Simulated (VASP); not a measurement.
A run of VASP 6.6.1 is set up as follows.

The input INCAR:

```
SYSTEM = Al12HO
PREC = Accurate ; ENCUT = 520
EDIFF = 1E-7 ; ISMEAR = 0
SIGMA = 0.1 ; LREAL = .False.
LASPH = .True. ; NELM = 150
ALGO = Normal ; ISIF = 2
LWAVE = .False. ; LCHARG = .True.
ISPIN = 2 ; MAGMOM = 0 0 0 0 0 0 0 0 0 0 0 0 1 0
LORBIT = 11 ; LDIPOL = .True.
IDIPOL = 3 ; DIPOL = 0.5 0.5 0.291
GGA = PE ; LELF = .True.
LVHAR = .True. ; LVACPOTAV = .True.
NBANDS = 38
```

KPOINTS

```
regular mesh
0
Gamma
  5 5 1
  0 0 0
```

Contents of POSCAR:

```
Al12HO
1.0
    5.7143028096      0.0000000000      0.0000000000
    0.0000000000      5.7143028096      0.0000000000
    0.0000000000      0.0000000000     22.1750227687
Al O H
12 1 1
Direct
    0.2500000000      0.2500000000      0.1803831293
    0.2500000000      0.7500000000      0.1803831293
    0.7500000000      0.2500000000      0.1803831293
    0.7500000000      0.7500000000      0.1803831293
    0.0000000000      0.0000000000      0.2744094920
    0.0000000000      0.5000000000      0.2744094920
    0.5000000000      0.0000000000      0.2744094920
    0.5000000000      0.5000000000      0.2744094920
    0.2500000000      0.2500000000      0.3686590473
    0.2500000000      0.7500000000      0.3686590473
    0.7500000000      0.2500000000      0.3686590473
    0.7500000000      0.7500000000      0.3686590473
    0.5000000000      0.5000000000      0.3659533004
    0.5320271270      0.5320271270      0.4095124812
```

Potentials or basis: VASP PAW PBE potentials, release 64 (Al, O, H).

Launch:

```bash
$ cat potpaw_PBE.64/Al/POTCAR potpaw_PBE.64/O/POTCAR potpaw_PBE.64/H/POTCAR > POTCAR
$ mpirun -np 1 vasp_std > vasp.out
```

(1) Estimate the largest force.

(2) Estimate the net moment.

Answers

(1) 3.046 eV/Å.

(2) 0.00 μB per cell.
